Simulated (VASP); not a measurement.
# Rh2O (Pn-3m) in VASP: further runs, part 2 of 2

VASP 6.6.1.

**3. Relaxation of cell and atoms, PBE**

File INCAR:

```
ALGO = Normal
EDIFF = 1E-7
EDIFFG = -0.01
ENCUT = 600
GGA = PE
IBRION = 2
ISIF = 3
ISMEAR = 0
LASPH = T
LCHARG = F
LREAL = F
LWAVE = F
NELM = 60
NSW = 100
PREC = Accurate
SIGMA = 0.1
```

File KPOINTS:

```
k-points
0
Gamma
  8 8 8
```

File POSCAR:

```
Rh2O
1.0
    4.4153819970      0.0000000000      0.0000000000
    0.0000000000      4.4153819970      0.0000000000
    0.0000000000      0.0000000000      4.4153819970
Rh O
4 2
Direct
    0.2500000000      0.2500000000      0.2500000000
    0.2500000000      0.7500000000      0.7500000000
    0.7500000000      0.7500000000      0.2500000000
    0.7500000000      0.2500000000      0.7500000000
    0.0000000000      0.0000000000      0.0000000000
    0.5000000000      0.5000000000      0.5000000000
```

Potentials or basis: VASP PAW PBE potentials, release 64 (Rh_pv, O).

Command:

```console
$ cat potpaw_PBE.64/Rh_pv/POTCAR potpaw_PBE.64/O/POTCAR > POTCAR
$ mpirun -np 1 vasp_std > vasp.out
```

OUTCAR:

```text
EDIFF = 1E-7
   EDIFFG = -0.01
   ENCUT = 600
   GGA = PE
   IBRION = 2
   ISIF = 3
   ISMEAR = 0
   LASPH = T
   LREAL = F
   NELM = 60
   NSW = 100
   PREC = Accurate

 ion  position               nearest neighbor table
   1  0.250  0.250  0.250-   5 1.91   6 1.91   4 3.12   2 3.12   3 3.12   2 3.12   4 3.12   2 3.12
                             3 3.12   2 3.12   3 3.12   4 3.12   4 3.12   3 3.12
   2  0.250  0.750  0.750-   5 1.91   6 1.91   4 3.12   1 3.12   3 3.12   1 3.12   3 3.12   1 3.12
                             4 3.12   1 3.12   3 3.12   4 3.12   3 3.12   4 3.12
   3  0.750  0.750  0.250-   5 1.91   6 1.91   4 3.12   1 3.12   2 3.12   2 3.12   4 3.12   1 3.12
                             4 3.12   4 3.12   1 3.12   2 3.12   2 3.12   1 3.12
   4  0.750  0.250  0.750-   5 1.91   6 1.91   3 3.12   1 3.12   2 3.12   1 3.12   3 3.12   2 3.12
                             3 3.12   3 3.12   1 3.12   2 3.12   1 3.12   2 3.12
   5  0.000  0.000  0.000-   1 1.91   2 1.91   3 1.91   4 1.91
   6  0.500  0.500  0.500-   1 1.91   2 1.91   3 1.91   4 1.91

  LATTYP: Found a simple cubic cell.
 ALAT       =     4.4153819970

  Lattice vectors:

 A1 = (   4.4153819970,   0.0000000000,   0.0000000000)
 A2 = (   0.0000000000,   4.4153819970,   0.0000000000)
 A3 = (   0.0000000000,   0.0000000000,   4.4153819970)

Analysis of symmetry for initial positions (statically):
=====================================================================
 Subroutine PRICEL returns:
 Original cell was already a primitive cell.

 Routine SETGRP: Setting up the symmetry group for a
 simple cubic supercell.

 Subroutine GETGRP returns: Found 48 space group operations
 (whereof 24 operations were pure point group operations)
 out of a pool of 48 trial point group operations.

The static configuration has the point symmetry T_d .
 The point group associated with its full space group is O_h .

Analysis of symmetry for dynamics (positions and initial velocities):
=====================================================================
 Subroutine PRICEL returns:
 Original cell was already a primitive cell.

 Routine SETGRP: Setting up the symmetry group for a
 simple cubic supercell.

 Subroutine GETGRP returns: Found 48 space group operations
 (whereof 24 operations were pure point group operations)
 out of a pool of 48 trial point group operations.

The dynamic configuration has the point symmetry T_d .
 The point group associated with its full space group is O_h .

 Subroutine INISYM returns: Found 48 space group operations
 (whereof 24 operations are pure point group operations),
 and found     1 'primitive' translations

----------------------------------------------------------------------------------------

                                     Primitive cell

  volume of cell :      86.0805

  direct lattice vectors                    reciprocal lattice vectors
     4.415381997  0.000000000  0.000000000     0.226480971  0.000000000  0.000000000
     0.000000000  4.415381997  0.000000000     0.000000000  0.226480971  0.000000000
     0.000000000  0.000000000  4.415381997     0.000000000  0.000000000  0.226480971

  length of vectors
     4.415381997  4.415381997  4.415381997     0.226480971  0.226480971  0.226480971

[... 48 lines left out ...]
  0.375000  0.000000  0.000000      6.000000
  0.500000  0.000000  0.000000      3.000000
  0.125000  0.125000  0.000000     12.000000
[... 16 lines left out ...]
  0.375000  0.375000  0.125000     24.000000
  0.500000  0.375000  0.125000     24.000000
 [... further k-points ...]
   k-points           NKPTS =     35   k-points in BZ     NKDIM =     35   number of bands    NBANDS=     43
   number of dos      NEDOS =    301   number of ions     NIONS =      6
   total plane-waves  NPLWV =  46656
   dimension x,y,z NGX =    36 NGY =   36 NGZ =   36
   dimension x,y,z NGXF=    72 NGYF=   72 NGZF=   72
   ions per type =               4   2
   NGX,Y,Z   is equivalent  to a cutoff of  13.55, 13.55, 13.55 a.u.
   NGXF,Y,Z  is equivalent  to a cutoff of  27.11, 27.11, 27.11 a.u.
 SYSTEM =  unknown system
   PREC   = accura    normal or accurate (medium, high low for compatibility)
   ISTART =      0    job   : 0-new  1-cont  2-samecut
   ICHARG =      2    charge: 1-file 2-atom 10-const
   ISPIN  =      1    spin polarized calculation?
   LNONCOLLINEAR =      F non collinear calculations
   LSORBIT =      F    spin-orbit coupling
   LASPH  =      T    aspherical Exc in radial PAW
   ENCUT  =  600.0 eV  44.10 Ry    6.64 a.u.   8.82  8.82  8.82*2*pi/ulx,y,z
   NELM   =     60;   NELMIN=  2; NELMDL= -5     # of ELM steps
   EDIFF  = 0.1E-06   stopping-criterion for ELM
   LREAL  =      F    real-space projection
   EDIFFG = -.1E-01   stopping-criterion for IOM
   NSW    =    100    number of steps for IOM
   IBRION =      2    ionic relax: 0-MD 1-quasi-New 2-CG
   NFREE  =      1    steps in history (QN), initial steepest desc. (CG)
   ISIF   =      3    stress and relaxation
   ISYM   =      2    0-nonsym 1-usesym 2-fastsym
   POTIM  = 0.5000    time-step for ionic-motion
   TEBEG  =    0.0;   TEEND  =   0.0 temperature during run
   PSTRESS=    0.0 pullay stress
   NELECT =      72.0000    total number of electrons
   NUPDOWN=      -1.0000    fix difference up-down
   EMIN   =  10.00;   EMAX   =-10.00  energy-range for DOS
   EFERMI =   0.00;   METHOD = LEGACY
   ISMEAR =     0;   SIGMA  =   0.10  broadening in eV -4-tet -1-fermi 0-gaus
   EFERMI_NEDOS =   21; number of points for ismear=-14 and -15
   IALGO  =     38    algorithm
   IMIX   =      4    mixing-type and parameters
     AMIX     =   0.40;   BMIX     =  1.00
     AMIX_MAG =   1.60;   BMIX_MAG =  1.00
  volume/ion in A,a.u.               =      14.35        96.82
  Fermi-wavevector in a.u.,A,eV,Ry     =   1.542472  2.914850 32.371265  2.379221
  Thomas-Fermi vector in A             =   2.648272
   LORBIT       =      0    0 simple, 1 ext, 2 COOP (PROOUT), +10 PAW based schemes
   GGA     = PE    functional components
   LHFCALC =     F    Hartree Fock is set to
   AEXX    =    0.0000 exact exchange contribution
   IVDW    =     0    specifies the selected vdW correction
   LEPSILON=     F    determine dielectric tensor
   LRPA    =     F    only Hartree local field effects (RPA)
 conjugate gradient relaxation of ions
 non-spin polarized calculation
 Gauss-broadening in eV      SIGMA  =   0.10
  energy-cutoff  :      600.00
  volume of cell :       86.08
 maximum number of plane-waves:      2897
 NGX is ok and might be reduce to    36
   NGX = 17   NGY = 17   NGZ = 17

 number of electron      72.0000005 magnetization

 Free energy of the ion-electron system (eV)
  ---------------------------------------------------
  ext. energy  EPLUGINS =         0.00000000
  ---------------------------------------------------
  free energy    TOTEN  =       -38.76716990 eV

  energy without entropy =      -38.70724285  energy(sigma->0) =      -38.73720637

 E-fermi :   7.4100     XC(G=0): -12.1148

 val. band max:        7.3947956445   @ k =   0.5000   0.5000   0.3750
 cond. band min:       7.4226825602   @ k =   0.3750   0.2500   0.2500
 fundamental gap:      0.0278869157
 Fermi energy:         7.4099549180

 k-point     1 :       0.0000    0.0000    0.0000
  band No.  band energies     occupation
      1     -39.2939      2.00000
      2     -39.1064      2.00000
      3     -39.1064      2.00000
      4     -39.1064      2.00000
      5     -38.3777      2.00000
      6     -38.3777      2.00000
[... 1093 lines left out ...]
     42      12.1962      0.00000
     43      12.6307      0.00000

 [... further k-points ...]

------------------------ aborting loop because EDIFF is reached ----------------------------------------

  FORCE on cell =-STRESS in cart. coord.  units (eV):
  Direction    XX          YY          ZZ          XY          YZ          ZX
  --------------------------------------------------------------------------------------
  -------------------------------------------------------------------------------------
  Total       -0.0548974     -0.0548974     -0.0548974     -0.0000000     -0.0000000     -0.0000000
  in kB       -1.0217812     -1.0217812     -1.0217812     -0.0000000     -0.0000000     -0.0000000
  external PRESSURE =      -1.0217812 kB  Pullay stress =       0.0000000 kB

 VOLUME and BASIS-vectors are now :
 -----------------------------------------------------------------------------
  energy-cutoff  :      600.00
  volume of cell :       86.08
      direct lattice vectors                 reciprocal lattice vectors
     4.415381997  0.000000000  0.000000000     0.226480971  0.000000000  0.000000000
     0.000000000  4.415381997  0.000000000     0.000000000  0.226480971  0.000000000
     0.000000000  0.000000000  4.415381997     0.000000000  0.000000000  0.226480971

 POSITION                                       TOTAL-FORCE (eV/Angst)
 -----------------------------------------------------------------------------------
      1.10385      1.10385      1.10385         0.000000     -0.000000      0.000000
      1.10385      3.31154      3.31154         0.000000      0.000000     -0.000000
      3.31154      3.31154      1.10385        -0.000000      0.000000     -0.000000
      3.31154      1.10385      3.31154        -0.000000      0.000000      0.000000
      0.00000      0.00000      0.00000         0.000000     -0.000000     -0.000000
      2.20769      2.20769      2.20769         0.000000     -0.000000     -0.000000
 -----------------------------------------------------------------------------------
    total drift:                                0.000000      0.000000      0.000000

  FREE ENERGIE OF THE ION-ELECTRON SYSTEM (eV)
  ---------------------------------------------------
  free  energy   TOTEN  =       -38.7671698959 eV

  energy  without entropy=      -38.7072428530  energy(sigma->0) =      -38.73720637

 reached required accuracy - stopping structural energy minimisation
```

CONTCAR:

```text
Rh2O
   1.00000000000000
     4.4153819969999999    0.0000000000000000    0.0000000000000000
     0.0000000000000000    4.4153819969999999    0.0000000000000000
     0.0000000000000000    0.0000000000000000    4.4153819969999999
  Rh              O
     4     2
Direct
     0.2500000000000000    0.2500000000000000    0.2500000000000000
     0.2500000000000000    0.7500000000000000    0.7500000000000000
     0.7500000000000000    0.7500000000000000    0.2500000000000000
     0.7500000000000000    0.2500000000000000    0.7500000000000000
     0.0000000000000000    0.0000000000000000    0.0000000000000000
     0.5000000000000000    0.5000000000000000    0.5000000000000000

  0.00000000E+00  0.00000000E+00  0.00000000E+00
  0.00000000E+00  0.00000000E+00  0.00000000E+00
  0.00000000E+00  0.00000000E+00  0.00000000E+00
  0.00000000E+00  0.00000000E+00  0.00000000E+00
  0.00000000E+00  0.00000000E+00  0.00000000E+00
  0.00000000E+00  0.00000000E+00  0.00000000E+00
```

It took 55 s on 1 thread of Intel Xeon 6975P-C (Granite Rapids), shared host; peak memory 0.27 GiB.

What came out:

| Item | Value |
| --- | --- |
| Free energy | -38.7672 eV |
| Pressure after relaxing | -0.1 GPa |
| Band gap on the k mesh | zero (bands 36 and 37 overlap by 0.54 eV) |

Final structure:
```
Rh O
1.0
     4.41538    0.00000    0.00000
     0.00000    4.41538    0.00000
     0.00000    0.00000    4.41538
Rh O
4 2
Cartesian
  1.1038 1.1038 1.1038
  1.1038 3.3115 3.3115
  3.3115 3.3115 1.1038
  3.3115 1.1038 3.3115
  0.0000 0.0000 0.0000
  2.2077 2.2077 2.2077
```

Levels at points of the mesh, in eV from the Fermi level:
| k point | band 32 | band 33 | band 34 | band 35 | band 36 | band 37 | band 38 | band 39 | band 40 | band 41 |
| --- | --- | --- | --- | --- | --- | --- | --- | --- | --- | --- |
| (0.00, 0.00, 0.00) | -0.32 | -0.32 | -0.32 | 0.32 | 0.32 | 0.32 | 2.39 | 2.39 | 2.79 | 2.79 |
| (0.50, 0.00, 0.00) | -1.08 | -0.59 | -0.59 | -0.07 | -0.07 | 0.09 | 0.09 | 2.00 | 2.00 | 4.46 |
| (0.50, 0.50, 0.00) | -1.03 | -0.72 | -0.72 | 0.09 | 0.09 | 0.31 | 0.31 | 1.51 | 1.51 | 4.21 |
| (0.50, 0.50, 0.50) | -0.31 | -0.31 | -0.31 | 0.17 | 0.17 | 1.53 | 1.95 | 1.95 | 1.95 | 2.66 |

Caveat: the relaxation stopped at its first step, so nothing moved.
